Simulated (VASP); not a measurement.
# SnO (F-43m) in VASP: further runs

The runs below take SnO through single point, relaxation of cell and atoms, with r2SCAN+rVV10.

Program: VASP 6.6.1. These are calculated values, not measurements. Logs are shortened: lines on timing, memory, paths and dates and some standing lists are left out, and cuts for length are marked.

## Step 1: The cell of the first run

The structure is cubic, space group F-43m (No. 216). The conventional cell has a = 5.383 Å, b = 5.383 Å, c = 5.383 Å, α = 90.00°, β = 90.00°, γ = 90.00°. Sn (site symmetry -43m) has 4 O at 2.33 Å within 3.1 Å. O (site symmetry -43m) has 4 Sn at 2.33 Å within 3.1 Å.

## Step 2: Single point, r2SCAN+rVV10

Input file POSCAR:

```
SnO
1.0
    0.0000000000      2.6913620225      2.6913620225
    2.6913620225      0.0000000000      2.6913620225
    2.6913620225      2.6913620225      0.0000000000
Sn O
1 1
Direct
    0.0000000000      0.0000000000      0.0000000000
    0.7500000000      0.7500000000      0.7500000000
```

Input file INCAR.step1:

```
  PREC = Accurate
  ENCUT = 660
  ISMEAR = -1
  SIGMA = 0.03
  LREAL = F
  LASPH = T
  NELM = 120
  NBANDS = 17
  GGA = PE
  ALGO = Normal
  EDIFF = 1E-5
  LWAVE = T
  LCHARG = F
  GGA_COMPAT = F
```

Input file INCAR.step2:

```
  PREC = Accurate
  ENCUT = 660
  EDIFF = 1E-6
  ISMEAR = -1
  SIGMA = 0.03
  LREAL = F
  LASPH = T
  NELM = 120
  ALGO = Normal
  ISIF = 2
  LWAVE = F
  LCHARG = T
  METAGGA = R2SCAN
  LMIXTAU = T
  LUSE_VDW = T
  IVDW_NL = 2
  BPARAM = 11.95
  CPARAM = 0.0093
  LELF = T
  LVHAR = T
  NBANDS = 17
  ISTART = 1
  GGA_COMPAT = F
```

Input file KPOINTS:

```
regular mesh
0
Gamma
  8 8 8
```

Potentials or basis: VASP PAW PBE potentials, release 64 (Sn_d, O).

Started as:

```bash
$ cat potpaw_PBE.64/Sn_d/POTCAR potpaw_PBE.64/O/POTCAR > POTCAR
$ cp INCAR.step1 INCAR
$ mpirun -np 1 vasp_std > vasp.out
$ cp INCAR.step2 INCAR
$ mpirun -np 1 vasp_std > vasp.out
```

OUTCAR:

```text
PREC = Accurate
   ENCUT = 660
   EDIFF = 1E-6
   ISMEAR = -1
   LREAL = F
   LASPH = T
   NELM = 120
   ISIF = 2
   METAGGA = R2SCAN
   IVDW_NL = 2
   BPARAM = 11.95
   ISTART = 1

 ion  position               nearest neighbor table
   1  0.000  0.000  0.000-   2 2.33   2 2.33   2 2.33   2 2.33
   2  0.750  0.750  0.750-   1 2.33   1 2.33   1 2.33   1 2.33

  LATTYP: Found a face centered cubic cell.
 ALAT       =     5.3827240450

  Lattice vectors:

 A1 = (   0.0000000000,   2.6913620225,   2.6913620225)
 A2 = (   2.6913620225,   0.0000000000,   2.6913620225)
 A3 = (   2.6913620225,   2.6913620225,   0.0000000000)

Analysis of symmetry for initial positions (statically):
=====================================================================
 Subroutine PRICEL returns:
 Original cell was already a primitive cell.

 Routine SETGRP: Setting up the symmetry group for a
 face centered cubic supercell.

 Subroutine GETGRP returns: Found 24 space group operations
 (whereof 24 operations were pure point group operations)
 out of a pool of 48 trial point group operations.

The static configuration has the point symmetry T_d .

Analysis of symmetry for dynamics (positions and initial velocities):
=====================================================================
 Subroutine PRICEL returns:
 Original cell was already a primitive cell.

 Routine SETGRP: Setting up the symmetry group for a
 face centered cubic supercell.

 Subroutine GETGRP returns: Found 24 space group operations
 (whereof 24 operations were pure point group operations)
 out of a pool of 48 trial point group operations.

The dynamic configuration has the point symmetry T_d .

 Subroutine INISYM returns: Found 24 space group operations
 (whereof 24 operations are pure point group operations),
 and found     1 'primitive' translations

----------------------------------------------------------------------------------------

                                     Primitive cell

  volume of cell :      38.9894

  direct lattice vectors                    reciprocal lattice vectors
     0.000000000  2.691362022  2.691362022    -0.185779541  0.185779541  0.185779541
     2.691362022  0.000000000  2.691362022     0.185779541 -0.185779541  0.185779541
     2.691362022  2.691362022  0.000000000     0.185779541  0.185779541 -0.185779541

  length of vectors
     3.806160673  3.806160673  3.806160673     0.321779603  0.321779603  0.321779603

  position of ions in fractional coordinates (direct lattice)
     0.000000000  0.000000000  0.000000000
     0.750000000  0.750000000  0.750000000

  ion indices of the primitive-cell ions
   primitive index   ion index
                 1           1
                 2           2

----------------------------------------------------------------------------------------

 KPOINTS: regular mesh

Automatic generation of k-mesh.
 Grid dimensions read from file:
 generate k-points for:    8    8    8

 Generating k-lattice:

  Cartesian coordinates                     Fractional coordinates (reciprocal lattice)
    -0.023222443  0.023222443  0.023222443     0.125000000  0.000000000  0.000000000
     0.023222443 -0.023222443  0.023222443     0.000000000  0.125000000  0.000000000
     0.023222443  0.023222443 -0.023222443     0.000000000  0.000000000  0.125000000

  Length of vectors
     0.040222450  0.040222450  0.040222450

  Shift w.r.t. Gamma in fractional coordinates (k-lattice)
     0.000000000  0.000000000  0.000000000

 Subroutine IBZKPT returns following result:
 ===========================================

 Found     29 irreducible k-points:

 Following reciprocal coordinates:
            Coordinates               Weight
  0.000000  0.000000  0.000000      1.000000
  0.125000  0.000000  0.000000      8.000000
  0.250000  0.000000  0.000000      8.000000
  0.375000  0.000000  0.000000      8.000000
  0.500000  0.000000  0.000000      4.000000
  0.125000  0.125000  0.000000      6.000000
[... 16 lines left out ...]
  0.500000  0.250000  0.125000     48.000000
 -0.375000  0.250000  0.125000     24.000000
 [... further k-points ...]
   k-points           NKPTS =     29   k-points in BZ     NKDIM =     29   number of bands    NBANDS=     17
   number of dos      NEDOS =    301   number of ions     NIONS =      2
   total plane-waves  NPLWV =  32768
   dimension x,y,z NGX =    32 NGY =   32 NGZ =   32
   dimension x,y,z NGXF=    64 NGYF=   64 NGZF=   64
   ions per type =               1   1
   NGX,Y,Z   is equivalent  to a cutoff of  13.98, 13.98, 13.98 a.u.
   NGXF,Y,Z  is equivalent  to a cutoff of  27.95, 27.95, 27.95 a.u.
 SYSTEM =  unknown system
   PREC   = accura    normal or accurate (medium, high low for compatibility)
   ISTART =      1    job   : 0-new  1-cont  2-samecut
   ICHARG =      0    charge: 1-file 2-atom 10-const
   ISPIN  =      1    spin polarized calculation?
   LNONCOLLINEAR =      F non collinear calculations
   LSORBIT =      F    spin-orbit coupling
   LASPH  =      T    aspherical Exc in radial PAW
   ENCUT  =  660.0 eV  48.51 Ry    6.96 a.u.   7.97  7.97  7.97*2*pi/ulx,y,z
   NELM   =    120;   NELMIN=  2; NELMDL=  0     # of ELM steps
   EDIFF  = 0.1E-05   stopping-criterion for ELM
   LREAL  =      F    real-space projection
   EDIFFG = 0.1E-04   stopping-criterion for IOM
   NSW    =      0    number of steps for IOM
   IBRION =     -1    ionic relax: 0-MD 1-quasi-New 2-CG
   NFREE  =      0    steps in history (QN), initial steepest desc. (CG)
   ISIF   =      2    stress and relaxation
   ISYM   =      2    0-nonsym 1-usesym 2-fastsym
   POTIM  = 0.5000    time-step for ionic-motion
   TEBEG  =    0.0;   TEEND  =   0.0 temperature during run
   PSTRESS=    0.0 pullay stress
   NELECT =      20.0000    total number of electrons
   NUPDOWN=      -1.0000    fix difference up-down
   EMIN   =  10.00;   EMAX   =-10.00  energy-range for DOS
   EFERMI =   0.00;   METHOD = LEGACY
   ISMEAR =    -1;   SIGMA  =   0.03  broadening in eV -4-tet -1-fermi 0-gaus
   EFERMI_NEDOS =   21; number of points for ismear=-14 and -15
   IALGO  =     38    algorithm
   IMIX   =      4    mixing-type and parameters
     AMIX     =   0.40;   BMIX     =  1.00
     AMIX_MAG =   1.60;   BMIX_MAG =  1.00
  volume/ion in A,a.u.               =      19.49       131.56
  Fermi-wavevector in a.u.,A,eV,Ry     =   1.310497  2.476480 23.366679  1.717402
  Thomas-Fermi vector in A             =   2.441023
   LORBIT       =      0    0 simple, 1 ext, 2 COOP (PROOUT), +10 PAW based schemes
   METAGGA = R2SCAN    functional components
   LHFCALC =     F    Hartree Fock is set to
   AEXX    =    0.0000 exact exchange contribution
   IVDW_NL    =     2    kernel type
   BPARAM     =11.9500
   IVDW    =     0    specifies the selected vdW correction
   LEPSILON=     F    determine dielectric tensor
   LRPA    =     F    only Hartree local field effects (RPA)
 non-spin polarized calculation
  energy-cutoff  :      660.00
  volume of cell :       38.99
 maximum number of plane-waves:      1524
   NGX = 15   NGY = 15   NGZ = 15

 number of electron      20.0000000 magnetization

 Free energy of the ion-electron system (eV)
  ---------------------------------------------------
  ext. energy  EPLUGINS =         0.00000000
  ---------------------------------------------------
  free energy    TOTEN  =       -31.64000701 eV

  energy without entropy =      -31.63822644  energy(sigma->0) =      -31.63911672

 E-fermi :   6.3333     XC(G=0): -10.4487

 val. band max:        6.2773430638   @ k =  -0.3750   0.5000   0.1250
 cond. band min:       6.3640030643   @ k =  -0.3750   0.5000   0.1250
 fundamental gap:      0.0866600006
 Fermi energy:         6.3332660479

 k-point     1 :       0.0000    0.0000    0.0000
  band No.  band energies     occupation
      1     -16.2518      2.00000
      2     -16.2518      2.00000
      3     -16.2518      2.00000
      4     -16.1918      2.00000
      5     -16.1918      2.00000
      6     -14.0949      2.00000
[... 9 lines left out ...]
     16      18.1916      0.00000
     17      18.1916      0.00000

 k-point     2 :       0.1250    0.0000    0.0000
  band No.  band energies     occupation
      1     -16.2839      2.00000
      2     -16.2466      2.00000
      3     -16.2466      2.00000
      4     -16.1916      2.00000
      5     -16.1916      2.00000
      6     -13.9956      2.00000
[... 9 lines left out ...]
     16      17.6007      0.00000
     17      17.7565      0.00000

 k-point     3 :       0.2500    0.0000    0.0000
  band No.  band energies     occupation
      1     -16.3554      2.00000
      2     -16.2375      2.00000
      3     -16.2375      2.00000
      4     -16.1874      2.00000
      5     -16.1874      2.00000
      6     -13.7530      2.00000
[... 9 lines left out ...]
     16      17.2508      0.00000
     17      19.4860      0.00000

 k-point     4 :       0.3750    0.0000    0.0000
  band No.  band energies     occupation
      1     -16.4203      2.00000
      2     -16.2342      2.00000
      3     -16.2342      2.00000
      4     -16.1774      2.00000
      5     -16.1774      2.00000
      6     -13.5027      2.00000
[... 9 lines left out ...]
     16      17.5579      0.00000
     17      19.7989      0.00000
[... 343 lines left out ...]
      1     -16.4082      2.00000
      2     -16.2260      2.00000
      3     -16.2187      2.00000
      4     -16.1999      2.00000
      5     -16.1783      2.00000
      6     -13.5782      2.00000
[... 9 lines left out ...]
     16      18.9793      0.00000
     17      20.3810      0.00000

 k-point    23 :       0.5000    0.2500    0.1250
  band No.  band energies     occupation
      1     -16.4503      2.00000
      2     -16.2279      2.00000
      3     -16.2121      2.00000
      4     -16.1929      2.00000
      5     -16.1756      2.00000
      6     -13.3778      2.00000
[... 9 lines left out ...]
     16      19.0264      0.00000
     17      20.9408      0.00000

 k-point    24 :      -0.3750    0.2500    0.1250
  band No.  band energies     occupation
      1     -16.4663      2.00000
      2     -16.2297      2.00000
      3     -16.2111      2.00000
      4     -16.1873      2.00000
      5     -16.1752      2.00000
      6     -13.2922      2.00000
[... 9 lines left out ...]
     16      19.2638      0.00000
     17      21.0531      0.00000

 [... further k-points ...]

------------------------ aborting loop because EDIFF is reached ----------------------------------------

  FORCE on cell =-STRESS in cart. coord.  units (eV):
  Direction    XX          YY          ZZ          XY          YZ          ZX
  --------------------------------------------------------------------------------------
  -------------------------------------------------------------------------------------
  Total        0.0905169      0.0905169      0.0905169      0.0000000      0.0000000     -0.0000000
  in kB        3.7195806      3.7195806      3.7195806      0.0000000      0.0000000     -0.0000000
  external PRESSURE =       3.7195806 kB  Pullay stress =       0.0000000 kB

 VOLUME and BASIS-vectors are now :
 -----------------------------------------------------------------------------
  energy-cutoff  :      660.00
  volume of cell :       38.99
      direct lattice vectors                 reciprocal lattice vectors
     0.000000000  2.691362022  2.691362022    -0.185779541  0.185779541  0.185779541
     2.691362022  0.000000000  2.691362022     0.185779541 -0.185779541  0.185779541
     2.691362022  2.691362022  0.000000000     0.185779541  0.185779541 -0.185779541

 POSITION                                       TOTAL-FORCE (eV/Angst)
 -----------------------------------------------------------------------------------
      0.00000      0.00000      0.00000         0.000000     -0.000000     -0.000000
      4.03704      4.03704      4.03704        -0.000000      0.000000      0.000000
 -----------------------------------------------------------------------------------
    total drift:                                0.000000      0.000000      0.000000

  FREE ENERGIE OF THE ION-ELECTRON SYSTEM (eV)
  ---------------------------------------------------
  free  energy   TOTEN  =       -31.6400070131 eV

  energy  without entropy=      -31.6382264356  energy(sigma->0) =      -31.63911672
```

Run time: 3.8 min. Hardware: 1 thread of Intel Xeon 8259CL, shared host; peak memory 0.33 GiB.

What came out:

```yaml
Free_energy: -31.6400 eV
Pressure: 0.4 GPa
Band_gap_on_the_k_mesh: zero (bands 10 and 11 overlap by 0.19 eV)
```

Caveat: semilocal functionals underestimate gaps, and a narrow one can read as zero; the PAW data sets were made with another functional, which shifts forces and pressure a little; spin-orbit coupling is left out, which moves the levels of the heavy elements.

## Step 3: Single point, r2SCAN+rVV10

POSCAR is that of step 2.

Input file INCAR.step1:

```
SYSTEM = SnO
PREC = Accurate ; ENCUT = 660
ISMEAR = -1 ; SIGMA = 0.03
LREAL = .False. ; LASPH = .True.
NELM = 120 ; NBANDS = 17
GGA = PE ; ALGO = Normal
EDIFF = 1E-5 ; LWAVE = .True.
LCHARG = .False. ; GGA_COMPAT = .False.
```

Input file INCAR.step2:

```
SYSTEM = SnO
PREC = Accurate ; ENCUT = 660
EDIFF = 1E-6 ; ISMEAR = -1
SIGMA = 0.03 ; LREAL = .False.
LASPH = .True. ; NELM = 120
ALGO = Normal ; ISIF = 2
LWAVE = .False. ; LCHARG = .False.
METAGGA = R2SCAN ; LMIXTAU = .True.
LUSE_VDW = .True. ; IVDW_NL = 2
BPARAM = 11.95 ; CPARAM = 0.0093
NBANDS = 17 ; ISTART = 1
GGA_COMPAT = .False.
```

Input file KPOINTS:

```
regular mesh
0
Gamma
  10 10 10
  0 0 0
```

Potentials or basis: VASP PAW PBE potentials, release 64 (Sn_d, O).

Started as:

```bash
$ cat potpaw_PBE.64/Sn_d/POTCAR potpaw_PBE.64/O/POTCAR > POTCAR
$ cp INCAR.step1 INCAR
$ mpirun -np 1 vasp_std > vasp.out
$ cp INCAR.step2 INCAR
$ mpirun -np 1 vasp_std > vasp.out
```

Wall time 4.5 min (1 thread of Intel Xeon 8259CL, shared host); peak memory 0.34 GiB.

It converged, with:

```yaml
Free_energy: -31.6433 eV
Pressure: 0.1 GPa
Band_gap_on_the_k_mesh: zero (bands 10 and 11 overlap by 0.17 eV)
```

Levels at points of the mesh, in eV from the Fermi level:
```tsv
k point	band 8	band 9	band 10	band 11	band 12	band 13
(0.00, 0.00, 0.00)	-4.08	-4.08	-4.08	4.75	4.75	4.75
(0.50, 0.00, 0.00)	-4.52	-4.52	-2.44	1.72	4.88	4.88
(0.50, 0.50, 0.00)	-5.30	-5.30	-0.65	-0.10	5.54	5.56
```

Caveat: semilocal functionals underestimate gaps, and a narrow one can read as zero; the PAW data sets were made with another functional, which shifts forces and pressure a little; spin-orbit coupling is left out, which moves the levels of the heavy elements.

## Step 4: Relaxation of cell and atoms, r2SCAN+rVV10

This run uses another cell than the first one, of 19.39 Å³/atom.

Input file POSCAR:

```
SnO
1.0
    0.0000000000      2.6866387061      2.6866387061
    2.6866387061      0.0000000000      2.6866387061
    2.6866387061      2.6866387061      0.0000000000
Sn O
1 1
Direct
    0.0000000000      0.0000000000      0.0000000000
    0.7500000000      0.7500000000      0.7500000000
```

Input file INCAR.step1:

```
PREC     = Accurate       # precision mode
ENCUT    = 660            # plane-wave cutoff, eV
ISMEAR   = -1             # smearing method
SIGMA    = 0.03           # smearing width, eV
LREAL    = False          # projectors in reciprocal space
LASPH    = True           # aspherical terms in the spheres
NELM     = 120            # most SCF steps
GGA      = PE             # functional
ALGO     = Normal         # electronic algorithm
EDIFF    = 1E-5           # SCF threshold, eV
LWAVE    = True           # write WAVECAR
LCHARG   = False          # write CHGCAR
GGA_COMPAT= False        
IBRION   = 2              # ionic algorithm
ISIF     = 3              # what is computed and relaxed
EDIFFG   = -0.005         # ionic threshold
NELMIN   = 4            
NSW      = 100            # ionic steps
```

Input file INCAR.step2:

```
PREC     = Accurate       # precision mode
ENCUT    = 660            # plane-wave cutoff, eV
EDIFF    = 1E-7           # SCF threshold, eV
ISMEAR   = -1             # smearing method
SIGMA    = 0.03           # smearing width, eV
LREAL    = False          # projectors in reciprocal space
LASPH    = True           # aspherical terms in the spheres
NELM     = 120            # most SCF steps
ALGO     = Normal         # electronic algorithm
ISIF     = 3              # what is computed and relaxed
LWAVE    = False          # write WAVECAR
LCHARG   = False          # write CHGCAR
METAGGA  = R2SCAN         # meta-GGA
LMIXTAU  = True         
LUSE_VDW = True         
IVDW_NL  = 2            
BPARAM   = 11.95        
CPARAM   = 0.0093       
IBRION   = 2              # ionic algorithm
NSW      = 100            # ionic steps
EDIFFG   = -0.01          # ionic threshold
ISTART   = 1            
GGA_COMPAT= False        
NELMIN   = 4
```

Input file KPOINTS:

```
Automatic mesh
0
Gamma
  8 8 8
```

Started as:

```bash
$ cat potpaw_PBE.64/Sn_d/POTCAR potpaw_PBE.64/O/POTCAR > POTCAR
$ cp INCAR.step1 INCAR
$ mpirun -np 1 vasp_std > vasp.out
$ cp INCAR.step2 INCAR
$ mpirun -np 1 vasp_std > vasp.out
```

It took 8.5 min on 1 thread of Intel Xeon 8259CL, shared host; peak memory 0.34 GiB.

It converged, with:

```yaml
Free_energy: -31.6401 eV
Relaxed_volume: 19.64 Å³/atom
Relaxed_cell: a = 3.815 Å, b = 3.815 Å, c = 3.815 Å, α = 60.00°, β = 60.00°, γ = 60.00°
Space_group_after_relaxing_to_0.1_Å: F-43m (No. 216)
Energy_gained_by_relaxing: 0.5 meV/atom
Ionic_steps: 2
Pressure_after_relaxing: -0.1 GPa
Band_gap_on_the_k_mesh: zero (bands 10 and 11 overlap by 0.19 eV)
```

The path:
```csv
step,energy change (eV),largest force (eV/Å),pressure (GPa),volume (Å³)
1,0.0000,0.0000,0.72,38.78
2,-0.0010,0.0000,-0.07,39.27
```

Final structure:
```
Sn O
1.0
     0.00000    2.69790    2.69790
     2.69790    0.00000    2.69790
     2.69790    2.69790    0.00000
Sn O
1 1
Direct
  0.00000 0.00000 0.00000
  0.75000 0.75000 0.75000
```

Levels at points of the mesh, in eV from the Fermi level:
```tsv
k point	band 8	band 9	band 10	band 11	band 12	band 13
(0.00, 0.00, 0.00)	-4.08	-4.08	-4.08	4.66	4.66	4.66
(0.50, 0.00, 0.00)	-4.52	-4.52	-2.50	1.67	4.79	4.79
(0.50, 0.50, 0.00)	-5.30	-5.30	-0.70	-0.17	5.47	5.47
```

Caveat: semilocal functionals underestimate gaps, and a narrow one can read as zero; the PAW data sets were made with another functional, which shifts forces and pressure a little; spin-orbit coupling is left out, which moves the levels of the heavy elements.

## Step 5: The runs side by side

```csv
task,cell,k mesh,gap on the mesh (eV),pressure (GPa)
single point,"a = 3.806 Å, angles 60.0°, 2 atoms",8 × 8 × 8,none,0.4
single point,"a = 3.806 Å, angles 60.0°, 2 atoms",10 × 10 × 10,none,0.1
relaxation of cell and atoms,"relaxed from a = 3.799 Å, angles 60.0°, 2 atoms",8 × 8 × 8,none,-0.1
```

Alike in all rows: level r2SCAN+rVV10; potentials or basis VASP PAW PBE potentials, release 64 (Sn_d, O); no spin polarisation; cutoff (eV) 660; smearing fermi-dirac 0.03 eV.

Caveats: semilocal functionals underestimate gaps, and a narrow one can read as zero; the PAW data sets were made with another functional, which shifts forces and pressure a little; spin-orbit coupling is left out, which moves the levels of the heavy elements.

Total energies depend on the potentials used, so only differences within one code and one set of settings carry meaning.

The gap in the log of VASP goes by the Fermi energy; the results here count the filled bands.